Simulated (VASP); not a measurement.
Input of a VASP 6.6.1 run:

File INCAR:

```
PREC = Accurate
ENCUT = 520
EDIFF = 1E-6
ISMEAR = 0
SIGMA = 0.1
LREAL = F
LASPH = T
NELM = 100
ALGO = Fast
ISIF = 2
LWAVE = F
LCHARG = T
LDIPOL = T
IDIPOL = 3
DIPOL = 0.5 0.5 0.303
GGA = PE
LELF = T
LVHAR = T
LVACPOTAV = T
NBANDS = 80
```

The input KPOINTS:

```
regular mesh
0
Gamma
  5 5 1
```

POSCAR

```
Cu6H
1.0
    5.1332392722      0.0000000000      0.0000000000
    0.0000000000      5.1332392722      0.0000000000
    0.0000000000      0.0000000000     21.5289058579
Cu H
12 2
Direct
    0.2500000000      0.2500000000      0.1857967157
    0.2500000000      0.7500000000      0.1857967157
    0.7500000000      0.2500000000      0.1857967157
    0.7500000000      0.7500000000      0.1857967157
    0.0000000000      0.0000000000      0.2677566944
    0.0000000000      0.5000000000      0.2677566944
    0.5000000000      0.0000000000      0.2677566944
    0.5000000000      0.5000000000      0.2677566944
    0.2500000000      0.2500000000      0.3497114952
    0.2500000000      0.7500000000      0.3497114952
    0.7500000000      0.2500000000      0.3497114952
    0.7500000000      0.7500000000      0.3497114952
    0.1769467133      1.0000000000      0.5169285393
    0.3230532867      1.0000000000      0.5169285393
```

Potentials or basis: VASP PAW PBE potentials, release 64 (Cu, H).

The run is started by

```sh
$ cat potpaw_PBE.64/Cu/POTCAR potpaw_PBE.64/H/POTCAR > POTCAR
$ mpirun -np 1 vasp_std > vasp.out
```

Estimate the band gap on the k mesh.

zero (bands 67 and 68 overlap by 1.15 eV).

Predict the largest force.

0.035 eV/Å.

Forces on the atoms (eV/Å):
```
Cu   0.000  0.000 -0.035
Cu   0.000  0.000 -0.035
Cu   0.000  0.000 -0.034
Cu   0.000  0.000 -0.034
Cu   0.001  0.000  0.001
Cu   0.001  0.000  0.001
Cu  -0.001  0.000  0.001
Cu  -0.001  0.000  0.001
Cu   0.000  0.001  0.032
Cu   0.000 -0.001  0.032
Cu   0.000  0.001  0.028
Cu   0.000 -0.001  0.028
H   -0.006  0.000  0.007
H    0.006  0.000  0.007
```
